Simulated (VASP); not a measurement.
# PbO (P1) in VASP: single point with PBE

Aim: the single point of PbO with PBE.

Program: VASP 6.6.1. These are calculated values, not measurements. Logs are shortened: lines on timing, memory, paths and dates and some standing lists are left out, and cuts for length are marked.

## 1. The cell of the first run

The typed cell holds 4 atoms: a = 3.927 Å, b = 4.055 Å, c = 4.983 Å, α = 92.08°, β = 90.12°, γ = 90.32°.

## 2. Single point, PBE (atoms moved at random and the cell strained at random)

Contents of INCAR:

```
SYSTEM = PbO
PREC = Accurate ; ENCUT = 520
EDIFF = 1E-6 ; ISMEAR = 0
SIGMA = 0.02 ; LREAL = .FALSE.
LASPH = .TRUE. ; NELM = 100
ALGO = Normal ; ISIF = 2
LWAVE = .FALSE. ; LCHARG = .FALSE.
GGA = PE ; NBANDS = 28
```

Contents of KPOINTS:

```
Automatic mesh
0
G
  8 8 6
  0 0 0
```

Contents of POSCAR:

```
PbO
1.0
    3.9271443840     -0.0113270400     -0.0042923520
   -0.0113270400      4.0543251840     -0.0725725440
   -0.0054237600     -0.0917017200      4.9823764200
Pb O
2 2
Direct
    0.0012580515      0.5026217794      0.2323779769
    0.5042270531      0.0047931763      0.7623472322
   -0.0007447665     -0.0088264895      0.0057646356
    0.4952596618      0.5014115338     -0.0004898447
```

Potentials or basis: VASP PAW PBE potentials, release 64 (Pb_d, O).

Command:

```
$ cat potpaw_PBE.64/Pb_d/POTCAR potpaw_PBE.64/O/POTCAR > POTCAR
$ mpirun -np 1 vasp_std > vasp.out
```

OUTCAR:

```text
SYSTEM = PbO
   PREC = Accurate
   ENCUT = 520
   EDIFF = 1E-6
   ISMEAR = 0
   LREAL = .FALSE.
   LASPH = .TRUE.
   NELM = 100
   ISIF = 2
   GGA = PE

 ion  position               nearest neighbor table
   1  0.001  0.503  0.232-   4 2.26   4 2.30   3 2.32   3 2.33   2 3.60   2 3.63   2 3.72   2 3.72
                             2 3.82   2 3.82   2 3.90   2 3.92
   2  0.504  0.005  0.762-   3 2.29   4 2.30   3 2.33   4 2.40   1 3.60   1 3.63   1 3.72   1 3.72
                             1 3.82   1 3.82   1 3.90   1 3.92
   3  0.999  0.991  0.006-   2 2.29   1 2.32   1 2.33   2 2.33
   4  0.495  0.501  1.000-   1 2.26   2 2.30   1 2.30   2 2.40

  LATTYP: Found a triclinic cell.
 ALAT       =     4.0549904776
 B/A-ratio  =     1.5559653430
 C/A-ratio  =     0.9684765196
 COS(alpha) =     0.0053168726
 COS(beta)  =     0.0056575907
 COS(gamma) =     0.6140257015

  Lattice vectors:

 A1 = (   0.0113270400,  -4.0543251840,   0.0725725440)
 A2 = (   0.0167508000,  -3.9626234640,  -4.9098038760)
 A3 = (   3.9271443840,  -0.0113270400,  -0.0042923520)

Analysis of symmetry for initial positions (statically):
=====================================================================
 Subroutine PRICEL returns:
 Original cell was already a primitive cell.

 Routine SETGRP: Setting up the symmetry group for a
 triclinic supercell.

 Subroutine GETGRP returns: Found  1 space group operations
 (whereof  1 operations were pure point group operations)
 out of a pool of  2 trial point group operations.

The static configuration has the point symmetry C_1 .

Analysis of symmetry for dynamics (positions and initial velocities):
=====================================================================
 Subroutine PRICEL returns:
 Original cell was already a primitive cell.

 Routine SETGRP: Setting up the symmetry group for a
 triclinic supercell.

 Subroutine GETGRP returns: Found  1 space group operations
 (whereof  1 operations were pure point group operations)
 out of a pool of  2 trial point group operations.

The dynamic configuration has the point symmetry C_1 .

 Subroutine INISYM returns: Found  1 space group operations
 (whereof  1 operations are pure point group operations),
 and found     1 'primitive' translations

----------------------------------------------------------------------------------------

                                     Primitive cell

  volume of cell :      79.3021

  direct lattice vectors                    reciprocal lattice vectors
     3.927144384 -0.011327040 -0.004292352     0.254640336  0.000716616  0.000290388
    -0.011327040  4.054325184 -0.072572544     0.000716616  0.246733474  0.004541963
    -0.005423760 -0.091701720  4.982376420     0.000229813  0.003594500  0.200773844

  length of vectors
     3.927163065  4.054990478  4.983223195     0.254641509  0.246776316  0.200806150

  position of ions in fractional coordinates (direct lattice)
     0.001258052  0.502621779  0.232377977
     0.504227053  0.004793176  0.762347232
     0.999255234  0.991173510  0.005764636
     0.495259662  0.501411534  0.999510155

  ion indices of the primitive-cell ions
   primitive index   ion index
                 1           1
                 2           2
                 3           3
                 4           4

----------------------------------------------------------------------------------------

 KPOINTS: Automatic mesh

Automatic generation of k-mesh.
 Grid dimensions read from file:
 generate k-points for:    8    8    6

 Generating k-lattice:

  Cartesian coordinates                     Fractional coordinates (reciprocal lattice)
     0.031830042  0.000089577  0.000036299     0.125000000 -0.000000000  0.000000000
     0.000089577  0.030841684  0.000567745    -0.000000000  0.125000000  0.000000000
     0.000038302  0.000599083  0.033462307     0.000000000  0.000000000  0.166666667

  Length of vectors
     0.031830189  0.030847040  0.033467692

  Shift w.r.t. Gamma in fractional coordinates (k-lattice)
     0.000000000  0.000000000  0.000000000

 Subroutine IBZKPT returns following result:
 ===========================================

 Found    196 irreducible k-points:

 Following reciprocal coordinates:
            Coordinates               Weight
  0.000000  0.000000  0.000000      1.000000
  0.125000 -0.000000  0.000000      2.000000
  0.250000 -0.000000  0.000000      2.000000
  0.375000 -0.000000  0.000000      2.000000
  0.500000 -0.000000  0.000000      1.000000
 -0.000000  0.125000  0.000000      2.000000
[... 16 lines left out ...]
  0.125000  0.375000  0.000000      2.000000
  0.250000  0.375000  0.000000      2.000000
 [... further k-points ...]
   k-points           NKPTS =    196   k-points in BZ     NKDIM =    196   number of bands    NBANDS=     28
   number of dos      NEDOS =    301   number of ions     NIONS =      4
   total plane-waves  NPLWV =  36000
   dimension x,y,z NGX =    30 NGY =   30 NGZ =   40
   dimension x,y,z NGXF=    60 NGYF=   60 NGZF=   80
   ions per type =               2   2
   NGX,Y,Z   is equivalent  to a cutoff of  12.70, 12.30, 13.34 a.u.
   NGXF,Y,Z  is equivalent  to a cutoff of  25.40, 24.60, 26.69 a.u.
 SYSTEM =  PbO
   PREC   = accura    normal or accurate (medium, high low for compatibility)
   ISTART =      0    job   : 0-new  1-cont  2-samecut
   ICHARG =      2    charge: 1-file 2-atom 10-const
   ISPIN  =      1    spin polarized calculation?
   LNONCOLLINEAR =      F non collinear calculations
   LSORBIT =      F    spin-orbit coupling
   LASPH  =      T    aspherical Exc in radial PAW
   ENCUT  =  520.0 eV  38.22 Ry    6.18 a.u.   7.30  7.54  9.27*2*pi/ulx,y,z
   NELM   =    100;   NELMIN=  2; NELMDL= -5     # of ELM steps
   EDIFF  = 0.1E-05   stopping-criterion for ELM
   LREAL  =      F    real-space projection
   EDIFFG = 0.1E-04   stopping-criterion for IOM
   NSW    =      0    number of steps for IOM
   IBRION =     -1    ionic relax: 0-MD 1-quasi-New 2-CG
   NFREE  =      0    steps in history (QN), initial steepest desc. (CG)
   ISIF   =      2    stress and relaxation
   ISYM   =      2    0-nonsym 1-usesym 2-fastsym
   POTIM  = 0.5000    time-step for ionic-motion
   TEBEG  =    0.0;   TEEND  =   0.0 temperature during run
   PSTRESS=    0.0 pullay stress
   NELECT =      40.0000    total number of electrons
   NUPDOWN=      -1.0000    fix difference up-down
   EMIN   =  10.00;   EMAX   =-10.00  energy-range for DOS
   EFERMI =   0.00;   METHOD = LEGACY
   ISMEAR =     0;   SIGMA  =   0.02  broadening in eV -4-tet -1-fermi 0-gaus
   EFERMI_NEDOS =   21; number of points for ismear=-14 and -15
   IALGO  =     38    algorithm
   IMIX   =      4    mixing-type and parameters
     AMIX     =   0.40;   BMIX     =  1.00
     AMIX_MAG =   1.60;   BMIX_MAG =  1.00
  volume/ion in A,a.u.               =      19.83       133.79
  Fermi-wavevector in a.u.,A,eV,Ry     =   1.303166  2.462628 23.105996  1.698243
  Thomas-Fermi vector in A             =   2.434186
   LORBIT       =      0    0 simple, 1 ext, 2 COOP (PROOUT), +10 PAW based schemes
   GGA     = PE    functional components
   LHFCALC =     F    Hartree Fock is set to
   AEXX    =    0.0000 exact exchange contribution
   IVDW    =     0    specifies the selected vdW correction
   LEPSILON=     F    determine dielectric tensor
   LRPA    =     F    only Hartree local field effects (RPA)
 non-spin polarized calculation
 Gauss-broadening in eV      SIGMA  =   0.02
  energy-cutoff  :      520.00
  volume of cell :       79.30
 maximum number of plane-waves:      2162
 NGX is ok and might be reduce to    30
   NGX = 15   NGY = 15   NGZ = 19

 number of electron      40.0000001 magnetization

 Free energy of the ion-electron system (eV)
  ---------------------------------------------------
  ext. energy  EPLUGINS =         0.00000000
  ---------------------------------------------------
  free energy    TOTEN  =       -21.38378035 eV

  energy without entropy =      -21.38378035  energy(sigma->0) =      -21.38378035

 E-fermi :   5.3363     XC(G=0):  -9.8415

 val. band max:        5.1630773505   @ k =   0.1250  -0.0000   0.0000
 cond. band min:       6.4254681041   @ k =   0.5000   0.5000   0.0000
 fundamental gap:      1.2623907536
 Fermi energy:         5.3362646511

 k-point     1 :       0.0000    0.0000    0.0000
  band No.  band energies     occupation
      1     -13.2771      2.00000
      2     -12.7546      2.00000
      3     -10.8724      2.00000
      4     -10.8636      2.00000
      5     -10.8095      2.00000
      6     -10.7734      2.00000
[... 20 lines left out ...]
     27      12.7606      0.00000
     28      13.3485      0.00000

 k-point     2 :       0.1250   -0.0000    0.0000
  band No.  band energies     occupation
      1     -13.2434      2.00000
      2     -12.7646      2.00000
      3     -10.8637      2.00000
      4     -10.8551      2.00000
      5     -10.7981      2.00000
      6     -10.7647      2.00000
[... 20 lines left out ...]
     27      12.9078      0.00000
     28      14.4919      0.00000

 k-point     3 :       0.2500   -0.0000    0.0000
  band No.  band energies     occupation
      1     -13.1566      2.00000
      2     -12.7978      2.00000
      3     -10.8410      2.00000
      4     -10.8289      2.00000
      5     -10.7657      2.00000
      6     -10.7384      2.00000
[... 20 lines left out ...]
     27      13.1438      0.00000
     28      16.3371      0.00000

 k-point     4 :       0.3750   -0.0000    0.0000
  band No.  band energies     occupation
      1     -13.0484      2.00000
      2     -12.8577      2.00000
      3     -10.8123      2.00000
      4     -10.7944      2.00000
      5     -10.7542      2.00000
      6     -10.7349      2.00000
[... 20 lines left out ...]
     27      13.5554      0.00000
     28      15.4663      0.00000

 k-point     5 :       0.5000   -0.0000    0.0000
  band No.  band energies     occupation
      1     -12.9571      2.00000
      2     -12.9307      2.00000
      3     -10.7914      2.00000
      4     -10.7724      2.00000
      5     -10.7705      2.00000
      6     -10.7413      2.00000
[... 20 lines left out ...]
     27      14.2713      0.00000
     28      14.3444      0.00000

 k-point     6 :      -0.0000    0.1250    0.0000
  band No.  band energies     occupation
      1     -13.2437      2.00000
      2     -12.7628      2.00000
      3     -10.8639      2.00000
      4     -10.8550      2.00000
      5     -10.7997      2.00000
      6     -10.7640      2.00000
[... 463 lines left out ...]
      5     -10.7644      2.00000
      6     -10.7423      2.00000
[... 20 lines left out ...]
     27      14.2488      0.00000
     28      15.4062      0.00000

 k-point    22 :      -0.0000    0.3750    0.0000
  band No.  band energies     occupation
      1     -13.0499      2.00000
      2     -12.8404      2.00000
      3     -10.8160      2.00000
      4     -10.7963      2.00000
      5     -10.7539      2.00000
      6     -10.7469      2.00000
[... 20 lines left out ...]
     27      13.7796      0.00000
     28      15.5928      0.00000

 k-point    23 :       0.1250    0.3750    0.0000
  band No.  band energies     occupation
      1     -13.0304      2.00000
      2     -12.8455      2.00000
      3     -10.8180      2.00000
      4     -10.7752      2.00000
      5     -10.7539      2.00000
      6     -10.7422      2.00000
[... 20 lines left out ...]
     27      14.4769      0.00000
     28      14.7724      0.00000

 k-point    24 :       0.2500    0.3750    0.0000
  band No.  band energies     occupation
      1     -12.9888      2.00000
      2     -12.8571      2.00000
      3     -10.7920      2.00000
      4     -10.7688      2.00000
      5     -10.7490      2.00000
      6     -10.7135      2.00000
[... 20 lines left out ...]
     27      13.6770      0.00000
     28      14.5344      0.00000

 [... further k-points ...]

------------------------ aborting loop because EDIFF is reached ----------------------------------------

  FORCE on cell =-STRESS in cart. coord.  units (eV):
  Direction    XX          YY          ZZ          XY          YZ          ZX
  --------------------------------------------------------------------------------------
  -------------------------------------------------------------------------------------
  Total        2.8952167      2.2382806      2.2900022      0.1551763      0.6357082      0.0398411
  in kB       58.4933963     45.2210150     46.2659695      3.1350989     12.8435058      0.8049280
  external PRESSURE =      49.9934602 kB  Pullay stress =       0.0000000 kB

 VOLUME and BASIS-vectors are now :
 -----------------------------------------------------------------------------
  energy-cutoff  :      520.00
  volume of cell :       79.30
      direct lattice vectors                 reciprocal lattice vectors
     3.927144384 -0.011327040 -0.004292352     0.254640336  0.000716616  0.000290388
    -0.011327040  4.054325184 -0.072572544     0.000716616  0.246733474  0.004541963
    -0.005423760 -0.091701720  4.982376420     0.000229813  0.003594500  0.200773844

 POSITION                                       TOTAL-FORCE (eV/Angst)
 -----------------------------------------------------------------------------------
     -0.00201      2.01647      1.12131        -0.080372      0.088196      0.792237
      1.97598     -0.05619      3.79579        -0.119928     -0.288370     -0.346803
      3.91296      4.00669     -0.04750         0.040870      0.168568     -0.072407
      1.93386      1.93562      4.94142         0.159430      0.031606     -0.373026
 -----------------------------------------------------------------------------------
    total drift:                                0.000291      0.000080     -0.000182

  FREE ENERGIE OF THE ION-ELECTRON SYSTEM (eV)
  ---------------------------------------------------
  free  energy   TOTEN  =       -21.3837803458 eV

  energy  without entropy=      -21.3837803458  energy(sigma->0) =      -21.38378035
```

Wall time 11 min (1 thread of Oxide Virtual Turin-like, shared host); peak memory 0.41 GiB.

What came out:

- Free energy: -21.3838 eV
- Pressure: 5.0 GPa
- Largest force: 0.801 eV/Å
- Band gap on the k mesh: 1.26 eV, indirect (least direct gap 2.31 eV)

Forces on the atoms (eV/Å):
```
Pb  -0.080  0.088  0.792
Pb  -0.120 -0.288 -0.347
O    0.041  0.169 -0.072
O    0.159  0.032 -0.373
```

Caveat: the cell differs from its parent crystal (atoms moved at random and the cell strained at random); spin-orbit coupling is left out, which moves the levels of the heavy elements.
